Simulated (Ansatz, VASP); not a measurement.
## Nb: VASP beside Ansatz

INCAR

```
SYSTEM = Nb
ALGO = Normal ; EDIFF = 1E-6
ENCUT = 520 ; GGA = PE
ISIF = 2 ; ISMEAR = -1
LASPH = .True. ; LCHARG = .True.
LELF = .True. ; LREAL = .False.
LVHAR = .True. ; LWAVE = .False.
NBANDS = 20 ; NELM = 80
PREC = Accurate ; SIGMA = 0.08
```

KPOINTS

```
k-points
0
Gamma
  13 13 13
  0 0 0
```

POSCAR

```
Nb
1.0
    0.0000000000      2.3456859323      2.3456859323
    2.3456859323      0.0000000000      2.3456859323
    2.3456859323      2.3456859323      0.0000000000
Nb
2
Direct
   -0.1250000000     -0.1250000000     -0.1250000000
    0.1250000000      0.1250000000      0.1250000000
```

Input for Ansatz:

```yaml
crystal:
  lattice:
    - [0.0, 2.3456859323, 2.3456859323]
    - [2.3456859323, 0.0, 2.3456859323]
    - [2.3456859323, 2.3456859323, 0.0]
  atoms:
    - { symbol: Nb, position: [-0.125, -0.125, -0.125] }
    - { symbol: Nb, position: [0.125, 0.125, 0.125] }
kpoints:
  mp_grid: { grid: [13, 13, 13] }
scf:
  occupations: { method: fermi_dirac, width: 0.08 }
hamiltonian:
  xc: pbe
  pseudopotentials: { kind: all_electron, lapw: { basis_error: 0.001 } }
output:
  forces: true
  stress: true
  eigenvalues: true
  populations: true
```

Change from the starting cell: volume scaled by 0.5, LAPW.

Alike in both runs: task single point; functional PBE; k mesh 13 × 13 × 13; occupations fermi-dirac, width 0.08 eV; no spin polarisation.

|  | VASP | Ansatz |
| --- | --- | --- |
| version | VASP 6.6.1 | Ansatz 0.2.0 |
| potentials or method | VASP PAW PBE potentials, release 64 (Nb_sv), cutoff 520 eV | all-electron LAPW, scalar-relativistic |

```tsv
	VASP	Ansatz	Ansatz less VASP
pressure (GPa)	208.1	208.1	+0.04
```

Both programs put the cell under a high pressure, so it lies far from rest at this level. Ansatz ran all-electron here, and VASP with PAW potentials.

Noted on VASP's run: the cell as given lies far from equilibrium.
